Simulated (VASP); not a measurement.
# CsBr in VASP: notebook

Runs on CsBr. Level: PBEsol. Tasks: relaxation of the atoms, single point, relaxation of cell and atoms.

Program: VASP 6.6.1. These are calculated values, not measurements. Logs are shortened: lines on timing, memory, paths and dates and some standing lists are left out, and cuts for length are marked.

**1. The cell of the first run**

Symmetry: R-3m, No. 166, trigonal system. Conventional cell: a = 6.012 Å, b = 6.012 Å, c = 7.307 Å, α = 90.00°, β = 90.00°, γ = 120.00°. Cs (site symmetry -3m) has 8 Br at 3.65 to 3.68 Å and 6 Cs at 4.24 Å within 4.8 Å. Br (site symmetry -3m) has 8 Cs at 3.65 to 3.68 Å and 6 Br at 4.24 Å within 4.8 Å.

**2. Relaxation of the atoms, PBEsol, non-collinear spin, zero start, spin-orbit coupling (equal xy, yz and zx engineering shears of -0.5 %)**

File INCAR:

```
PREC = Accurate
ENCUT = 450
EDIFF = 1E-7
ISMEAR = 0
SIGMA = 0.01
LREAL = F
LASPH = T
NELM = 200
ALGO = Normal
ISIF = 2
LWAVE = F
LCHARG = F
MAGMOM = 0 0 0 0 0 0
LORBIT = 11
LSORBIT = T
GGA_COMPAT = F
LORBMOM = T
GGA = PS
IBRION = 2
NSW = 50
EDIFFG = -0.002
NELMIN = 4
KPAR = 4
```

File KPOINTS:

```
Automatic mesh
0
Gamma
  6 6 6
```

File POSCAR:

```
CsBr
1.0
    4.2401720674     -0.0106004302     -0.0106004302
   -0.0106004302      4.2401720674     -0.0106004302
   -0.0106004302     -0.0106004302      4.2401720674
Cs Br
1 1
Direct
    0.0000000000      0.0000000000      0.0000000000
    0.5000000000      0.5000000000      0.5000000000
```

Potentials or basis: VASP PAW PBE potentials, release 64 (Cs_sv, Br).

On the command line:

```
> cat potpaw_PBE.64/Cs_sv/POTCAR potpaw_PBE.64/Br/POTCAR > POTCAR
> mpirun -np 4 vasp_ncl > vasp.out
```

OUTCAR:

```text
PREC = Accurate
   ENCUT = 450
   EDIFF = 1E-7
   ISMEAR = 0
   LREAL = F
   LASPH = T
   NELM = 200
   ISIF = 2
   LORBIT = 11
   LSORBIT = T
   GGA = PS
   IBRION = 2
   NSW = 50
   EDIFFG = -0.002
   NELMIN = 4

 ion  position               nearest neighbor table
   1  0.000  0.000  0.000-
   2  0.500  0.500  0.500-

  LATTYP: Found a trigonal (rhomboedric) cell.
 ALAT       =     4.2401985684
 COS(alpha) =    -0.0049936876

  Lattice vectors:

 A1 = (   4.2401720674,  -0.0106004302,  -0.0106004302)
 A2 = (  -0.0106004302,   4.2401720674,  -0.0106004302)
 A3 = (  -0.0106004302,  -0.0106004302,   4.2401720674)

Analysis of symmetry for initial positions (statically):
=====================================================================
 Subroutine PRICEL returns:
 Original cell was already a primitive cell.

 Routine SETGRP: Setting up the symmetry group for a
 trigonal (rhombohedral) supercell.

 Subroutine GETGRP returns: Found 12 space group operations
 (whereof 12 operations were pure point group operations)
 out of a pool of 12 trial point group operations.

The static configuration has the point symmetry D_3d.

Analysis of symmetry for dynamics (positions and initial velocities):
=====================================================================
 Subroutine PRICEL returns:
 Original cell was already a primitive cell.

 Routine SETGRP: Setting up the symmetry group for a
 trigonal (rhombohedral) supercell.

 Subroutine GETGRP returns: Found 12 space group operations
 (whereof 12 operations were pure point group operations)
 out of a pool of 12 trial point group operations.

The dynamic configuration has the point symmetry D_3d.

Analysis of structural, dynamic, and magnetic symmetry:
=====================================================================
 Subroutine PRICEL returns:
 Original cell was already a primitive cell.

 Routine SETGRP: Setting up the symmetry group for a
 trigonal (rhombohedral) supercell.

 Subroutine GETGRP returns: Found 12 space group operations
 (whereof 12 operations were pure point group operations)
 out of a pool of 12 trial point group operations.

The overall configuration has the point symmetry D_3d.

 Subroutine INISYM returns: Found 12 space group operations
 (whereof 12 operations are pure point group operations),
 and found     1 'primitive' translations

----------------------------------------------------------------------------------------

                                     Primitive cell

  volume of cell :      76.2329

  direct lattice vectors                    reciprocal lattice vectors
     4.240172067 -0.010600430 -0.010600430     0.235842441  0.000591084  0.000591084
    -0.010600430  4.240172067 -0.010600430     0.000591084  0.235842441  0.000591084
    -0.010600430 -0.010600430  4.240172067     0.000591084  0.000591084  0.235842441

  length of vectors
     4.240198568  4.240198568  4.240198568     0.235843923  0.235843923  0.235843923

  position of ions in fractional coordinates (direct lattice)
     0.000000000  0.000000000  0.000000000
     0.500000000  0.500000000  0.500000000

  ion indices of the primitive-cell ions
   primitive index   ion index
                 1           1
                 2           2

----------------------------------------------------------------------------------------

 KPOINTS: Automatic mesh

Automatic generation of k-mesh.
 Grid dimensions read from file:
 generate k-points for:    6    6    6

 Generating k-lattice:

  Cartesian coordinates                     Fractional coordinates (reciprocal lattice)
     0.039307074  0.000098514  0.000098514     0.166666667  0.000000000  0.000000000
     0.000098514  0.039307074  0.000098514     0.000000000  0.166666667  0.000000000
     0.000098514  0.000098514  0.039307074     0.000000000  0.000000000  0.166666667

  Length of vectors
     0.039307320  0.039307320  0.039307320

  Shift w.r.t. Gamma in fractional coordinates (k-lattice)
     0.000000000  0.000000000  0.000000000

 Subroutine IBZKPT returns following result:
[... 38 lines left out ...]
      2.10949      2.10949      2.10949        -0.000000     -0.000000      0.000000
 -----------------------------------------------------------------------------------
    total drift:                                0.000000      0.000000      0.000000

  FREE ENERGIE OF THE ION-ELECTRON SYSTEM (eV)
  ---------------------------------------------------
  free  energy   TOTEN  =        -6.5370425750 eV

  energy  without entropy=       -6.5370425750  energy(sigma->0) =       -6.53704258

 reached required accuracy - stopping structural energy minimisation

 orbital moment (x)

 # of ion     p       d       tot
 ----------------------------------------
  1         0.000   0.000   0.000
  2         0.000  -0.000   0.000
 ----------------------------------------
            0.000  -0.000   0.000

 orbital moment (y)

 # of ion     p       d       tot
 ----------------------------------------
  1         0.000   0.000   0.000
  2        -0.000   0.000  -0.000
 ----------------------------------------
           -0.000   0.000  -0.000

 orbital moment (z)

 # of ion     p       d       tot
 ----------------------------------------
  1         0.000  -0.000  -0.000
  2         0.000   0.000   0.000
 ----------------------------------------
            0.000  -0.000  -0.000

 Spin-Orbit-Coupling matrix elements

 Ion:    1  E_soc:     -0.3286610
 l=   1
     0.0000000    -0.0547259    -0.0547259
    -0.0547259     0.0000000    -0.0547259
    -0.0547259    -0.0547259     0.0000000
 l=   2
     0.0000000    -0.0000171     0.0000000    -0.0000171    -0.0000339
    -0.0000171     0.0000000    -0.0000254    -0.0000171    -0.0000085
     0.0000000    -0.0000254     0.0000000    -0.0000254     0.0000000
    -0.0000171    -0.0000171    -0.0000254     0.0000000    -0.0000085
    -0.0000339    -0.0000085     0.0000000    -0.0000085     0.0000000
 l=   3
     0.0000000     0.0000000     0.0000000     0.0000000     0.0000000     0.0000000     0.0000000
     0.0000000     0.0000000     0.0000000     0.0000000     0.0000000     0.0000000     0.0000000
     0.0000000     0.0000000     0.0000000     0.0000000     0.0000000     0.0000000     0.0000000
     0.0000000     0.0000000     0.0000000     0.0000000     0.0000000     0.0000000     0.0000000
     0.0000000     0.0000000     0.0000000     0.0000000     0.0000000     0.0000000     0.0000000
     0.0000000     0.0000000     0.0000000     0.0000000     0.0000000     0.0000000     0.0000000
     0.0000000     0.0000000     0.0000000     0.0000000     0.0000000     0.0000000     0.0000000

 Ion:    2  E_soc:     -0.0530964
 l=   1
     0.0000000    -0.0088483    -0.0088483
    -0.0088483     0.0000000    -0.0088483
    -0.0088483    -0.0088483     0.0000000
 l=   2
     0.0000000    -0.0000004     0.0000000    -0.0000004    -0.0000007
    -0.0000004     0.0000000    -0.0000005    -0.0000004    -0.0000002
     0.0000000    -0.0000005     0.0000000    -0.0000005     0.0000000
    -0.0000004    -0.0000004    -0.0000005     0.0000000    -0.0000002
    -0.0000007    -0.0000002     0.0000000    -0.0000002     0.0000000
 l=   3
     0.0000000     0.0000000     0.0000000     0.0000000     0.0000000     0.0000000     0.0000000
     0.0000000     0.0000000     0.0000000     0.0000000     0.0000000     0.0000000     0.0000000
     0.0000000     0.0000000     0.0000000     0.0000000     0.0000000     0.0000000     0.0000000
     0.0000000     0.0000000     0.0000000     0.0000000     0.0000000     0.0000000     0.0000000
     0.0000000     0.0000000     0.0000000     0.0000000     0.0000000     0.0000000     0.0000000
     0.0000000     0.0000000     0.0000000     0.0000000     0.0000000     0.0000000     0.0000000
     0.0000000     0.0000000     0.0000000     0.0000000     0.0000000     0.0000000     0.0000000

 total charge

# of ion       s       p       d       tot
------------------------------------------
    1        1.850   4.687   0.035   6.572
    2        1.595   3.264   0.002   4.861
--------------------------------------------------
tot          3.445   7.951   0.037  11.434

 magnetization (x)

# of ion       s       p       d       tot
------------------------------------------
    1        0.000  -0.000   0.000   0.000
    2        0.000   0.000   0.000   0.000
--------------------------------------------------
tot          0.000  -0.000   0.000   0.000

 magnetization (y)

# of ion       s       p       d       tot
------------------------------------------
    1        0.000   0.000   0.000   0.000
    2        0.000   0.000   0.000   0.000
--------------------------------------------------
tot          0.000   0.000   0.000   0.000

 magnetization (z)

# of ion       s       p       d       tot
------------------------------------------
    1        0.000  -0.000   0.000  -0.000
    2        0.000   0.000   0.000   0.000
--------------------------------------------------
tot          0.000  -0.000   0.000  -0.000
```

Run time: 36 s. Hardware: 4 MPI ranks of Intel Xeon Platinum 8259CL at 2.50GHz (Skylake/Cascade Lake), shared host; peak memory 0.31 GiB.

Results:

```yaml
Free_energy: -6.5370 eV
Pressure_after_relaxing: 0.1 GPa
Net_moment: 0.00 μB per cell
Valence_electrons_inside_the_program's_atomic_spheres: Cs 6.57; Br 4.86
```

Final structure:
```cif
data_structure
_symmetry_space_group_name_H-M 'P 1'
_symmetry_Int_Tables_number 1
_cell_length_a 4.2402
_cell_length_b 4.2402
_cell_length_c 4.2402
_cell_angle_alpha 90.286
_cell_angle_beta 90.286
_cell_angle_gamma 90.286
_cell_volume 76.23
loop_
_atom_site_label
_atom_site_type_symbol
_atom_site_fract_x
_atom_site_fract_y
_atom_site_fract_z
_atom_site_occupancy
Cs1 Cs 0.00000 0.00000 0.00000 1
Br1 Br 0.50000 0.50000 0.50000 1
```

Moments on the atoms (μB; x, y, z):
```
Cs  0.00 0.00 0.00
Br  0.00 0.00 0.00
```

Caveat: the cell differs from its parent crystal (equal xy, yz and zx engineering shears of -0.5 %); the PAW data sets were made with another functional, which shifts forces and pressure a little.

**3. Single point, PBEsol, non-collinear spin, zero start, spin-orbit coupling (z stretched by +0.5 %, x and y held)**

File INCAR:

```
ALGO = Normal
EDIFF = 1E-6
ENCUT = 500
GGA = PS
GGA_COMPAT = F
ISIF = 2
ISMEAR = 0
LASPH = T
LCHARG = F
LORBIT = 11
LORBMOM = T
LREAL = F
LSORBIT = T
LWAVE = F
MAGMOM = 0 0 0 0 0 0
NBANDS = 28
NELM = 200
PREC = Accurate
SIGMA = 0.01
```

File KPOINTS:

```
k-points
0
Gamma
  6 6 6
```

File POSCAR:

```
CsBr
1.0
    4.2401720674      0.0000000000      0.0000000000
    0.0000000000      4.2401720674      0.0000000000
    0.0000000000      0.0000000000      4.2613729277
Cs Br
1 1
Direct
    0.0000000000      0.0000000000      0.0000000000
    0.5000000000      0.5000000000      0.5000000000
```

Potentials or basis: VASP PAW PBE potentials, release 64 (Cs_sv, Br).

On the command line:

```
> cat potpaw_PBE.64/Cs_sv/POTCAR potpaw_PBE.64/Br/POTCAR > POTCAR
> mpirun -np 1 vasp_ncl > vasp.out
```

Run time: 1.7 min. Hardware: 1 thread of AMD EPYC 7R43 (Zen 3), shared host; peak memory 0.33 GiB.

Results (log left out):

```
Free energy                                           : -6.5374 eV
Pressure                                              : 0.0 GPa
Net moment                                            : 0.00 μB per cell
Valence electrons inside the program's atomic spheres : Cs 6.57; Br 4.86
```

Stress tensor (GPa, compression positive):
```
 0.03  0.00  0.00
 0.00  0.03  0.00
 0.00  0.00 -0.09
```

Moments on the atoms (μB; x, y, z):
```
Cs  0.00 0.00 0.00
Br  0.00 0.00 0.00
```

Caveat: the cell differs from its parent crystal (z stretched by +0.5 %, x and y held); the PAW data sets were made with another functional, which shifts forces and pressure a little.

**4. Single point, PBEsol**

File INCAR:

```
PREC     = Accurate       # precision mode
ENCUT    = 500            # plane-wave cutoff, eV
EDIFF    = 1E-6           # SCF threshold, eV
ISMEAR   = 0              # smearing method
SIGMA    = 0.01           # smearing width, eV
LREAL    = False          # projectors in reciprocal space
LASPH    = True           # aspherical terms in the spheres
NELM     = 120            # most SCF steps
ALGO     = Normal         # electronic algorithm
ISIF     = 2              # what is computed and relaxed
LWAVE    = False          # write WAVECAR
LCHARG   = False          # write CHGCAR
GGA      = PS             # functional
NBANDS   = 15             # bands
GGA_COMPAT= False
```

File KPOINTS:

```
Automatic mesh
0
Gamma
  6 6 6
```

Edit POSCAR of step 3 so:

```diff
@@ -4,3 +4,3 @@
     0.0000000000      4.2401720674      0.0000000000
-    0.0000000000      0.0000000000      4.2613729277
+    0.0000000000      0.0000000000      4.2401720674
 Cs Br
```

On the command line:

```
> cat potpaw_PBE.64/Cs_sv/POTCAR potpaw_PBE.64/Br/POTCAR > POTCAR
> mpirun -np 1 vasp_std > vasp.out
```

It took 19 s on 1 thread of Oxide Virtual Turin-like, shared host; peak memory 0.15 GiB.

The run converged. Its results:

```
Free energy            : -6.3471 eV
Pressure               : 0.1 GPa
Band gap on the k mesh : 4.44 eV
```

Levels at points of the mesh, in eV from the valence-band top:
```
           k point  band 5  band 6  band 7  band 8  band 9  band 10  band 11  band 12
(0.00, 0.00, 0.00)   -6.28    0.00    0.00    0.00    4.44     4.75     4.75     9.20
(0.50, 0.00, 0.00)   -6.15   -1.45   -0.25   -0.25    5.83     7.36     7.78     8.16
(0.50, 0.50, 0.00)   -6.08   -0.60   -0.60   -0.02    5.15     5.39     7.18     7.18
(0.50, 0.50, 0.50)   -6.73   -1.30   -1.30   -1.30    8.41     8.41     8.41     9.19
```

Caveat: the PAW data sets were made with another functional, which shifts forces and pressure a little; spin-orbit coupling is left out, which moves the levels of the heavy elements. A k mesh can miss the band edges.

**5. Single point, PBEsol**

File INCAR:

```
SYSTEM = CsBr
PREC = Accurate
ENCUT = 500
EDIFF = 1E-6
ISMEAR = -1
SIGMA = 0.08
LREAL = .False.
LASPH = .True.
NELM = 120
ALGO = Normal
ISIF = 2
LWAVE = .False.
LCHARG = .False.
GGA = PS
NBANDS = 15
GGA_COMPAT = .False.
```

File KPOINTS:

```
Automatic mesh
0
Gamma
  10 10 10
  0 0 0
```

POSCAR is that of step 4.

On the command line:

```
> cat potpaw_PBE.64/Cs_sv/POTCAR potpaw_PBE.64/Br/POTCAR > POTCAR
> mpirun -np 1 vasp_std > vasp.out
```

Run time: 36 s. Hardware: 1 thread of Oxide Virtual Turin-like, shared host; peak memory 0.18 GiB.

Results (log left out):

```yaml
Free_energy: -6.3471 eV
Pressure: 0.1 GPa
Band_gap_on_the_k_mesh: 4.44 eV
```

Levels at points of the mesh, in eV from the valence-band top:
| k point | band 4 | band 5 | band 6 | band 7 | band 8 | band 9 | band 10 | band 11 | band 12 | band 13 |
| --- | --- | --- | --- | --- | --- | --- | --- | --- | --- | --- |
| (0.00, 0.00, 0.00) | -6.28 | -6.28 | 0.00 | 0.00 | 0.00 | 4.44 | 4.75 | 4.75 | 9.20 | 9.20 |
| (0.50, 0.00, 0.00) | -6.15 | -6.15 | -1.45 | -0.25 | -0.25 | 5.83 | 7.36 | 7.78 | 8.16 | 8.97 |
| (0.50, 0.50, 0.00) | -6.95 | -6.08 | -0.60 | -0.60 | -0.02 | 5.15 | 5.39 | 7.18 | 7.18 | 11.24 |
| (0.50, 0.50, 0.50) | -6.73 | -6.73 | -1.30 | -1.30 | -1.30 | 8.41 | 8.41 | 8.41 | 9.19 | 9.19 |

Caveat: the PAW data sets were made with another functional, which shifts forces and pressure a little; spin-orbit coupling is left out, which moves the levels of the heavy elements. A k mesh can miss the band edges.

**6. Relaxation of cell and atoms, PBEsol**

This run uses another cell than the first one, of 39.37 Å³/atom.

File INCAR:

```
ALGO = Normal
EDIFF = 1E-7
EDIFFG = -0.002
ENCUT = 500
GGA = PS
GGA_COMPAT = F
IBRION = 2
ISIF = 3
ISMEAR = -1
LASPH = T
LCHARG = F
LREAL = F
LWAVE = F
NELM = 120
NELMIN = 4
NSW = 100
PREC = Accurate
SIGMA = 0.08
```

File KPOINTS:

```
k-points
0
Gamma
  10 10 10
```

File POSCAR:

```
CsBr
1.0
    4.2860000000      0.0000000000      0.0000000000
    0.0000000000      4.2860000000      0.0000000000
    0.0000000000      0.0000000000      4.2860000000
Cs Br
1 1
Direct
    0.0000000000      0.0000000000      0.0000000000
    0.5000000000      0.5000000000      0.5000000000
```

Potentials or basis: VASP PAW PBE potentials, release 64 (Cs_sv, Br).

On the command line:

```
> cat potpaw_PBE.64/Cs_sv/POTCAR potpaw_PBE.64/Br/POTCAR > POTCAR
> mpirun -np 1 vasp_std > vasp.out
```

It took 76 s on 1 thread of Oxide Virtual Turin-like, shared host; peak memory 0.18 GiB.

The run converged. Its results:

- Free energy: -6.3475 eV
- Relaxed volume: 38.32 Å³/atom
- Relaxed cell: a = 4.248 Å, b = 4.248 Å, c = 4.248 Å, α = 90.00°, β = 90.00°, γ = 90.00°
- Space group after relaxing (to 0.1 Å): Pm-3m (No. 221)
- Energy gained by relaxing: 1.3 meV/atom
- Ionic steps: 4
- Pressure after relaxing: 0.0 GPa
- Band gap on the k mesh: 4.42 eV

Step by step:
| step | energy change (eV) | largest force (eV/Å) | pressure (GPa) | volume (Å³) |
| --- | --- | --- | --- | --- |
| 1 | 0.0000 | 0.0000 | -0.40 | 78.73 |
| 2 | -0.0021 | 0.0000 | -0.19 | 77.63 |
| 3 | -0.0027 | 0.0000 | -0.02 | 76.75 |
| 4 | -0.0027 | 0.0000 | 0.00 | 76.64 |

Final structure:
```yaml
crystal:
  lattice:
    - [4.24772, 0.00000, 0.00000]
    - [0.00000, 4.24772, 0.00000]
    - [0.00000, 0.00000, 4.24772]
  atoms:
    - { symbol: Cs, position: [0.00000, 0.00000, 0.00000] }
    - { symbol: Br, position: [0.50000, 0.50000, 0.50000] }
```

Levels at points of the mesh, in eV from the valence-band top:
| k point | band 6 | band 7 | band 8 | band 9 | band 10 | band 11 |
| --- | --- | --- | --- | --- | --- | --- |
| (0.00, 0.00, 0.00) | 0.00 | 0.00 | 0.00 | 4.42 | 4.76 | 4.76 |
| (0.50, 0.00, 0.00) | -1.43 | -0.24 | -0.24 | 5.83 | 7.33 | 7.75 |
| (0.50, 0.50, 0.00) | -0.60 | -0.60 | -0.01 | 5.15 | 5.39 | 7.18 |
| (0.50, 0.50, 0.50) | -1.29 | -1.29 | -1.29 | 8.39 | 8.39 | 8.39 |

Caveat: the PAW data sets were made with another functional, which shifts forces and pressure a little; spin-orbit coupling is left out, which moves the levels of the heavy elements.

**7. Overview**

```tsv
task	spin	cell	k mesh	cutoff (eV)	smearing	gap on the mesh (eV)	pressure (GPa)	moment (μB)
relaxation of the atoms	non-collinear, zero start, SOC	atoms relaxed from a = 4.240 Å, angles 90.3°, 2 atoms	6 × 6 × 6	450	gaussian 0.01 eV	-	0.1	0.00
single point	non-collinear, zero start, SOC	a = 4.240, b = 4.240, c = 4.261 Å, 2 atoms	6 × 6 × 6	500	gaussian 0.01 eV	-	0.0	0.00
single point	off	a = 4.240 Å, 2 atoms	6 × 6 × 6	500	gaussian 0.01 eV	4.44	0.1	-
single point	off	a = 4.240 Å, 2 atoms	10 × 10 × 10	500	fermi-dirac 0.08 eV	4.44	0.1	-
relaxation of cell and atoms	off	relaxed from a = 4.286 Å, 2 atoms	10 × 10 × 10	500	fermi-dirac 0.08 eV	4.42	0.0	-
```

Alike in all rows: level PBEsol; potentials or basis VASP PAW PBE potentials, release 64 (Cs_sv, Br).

Caveats: the PAW data sets were made with another functional, which shifts forces and pressure a little; spin-orbit coupling is left out, which moves the levels of the heavy elements (at least some runs).

Absolute energies hang on the potentials; compare differences alone.
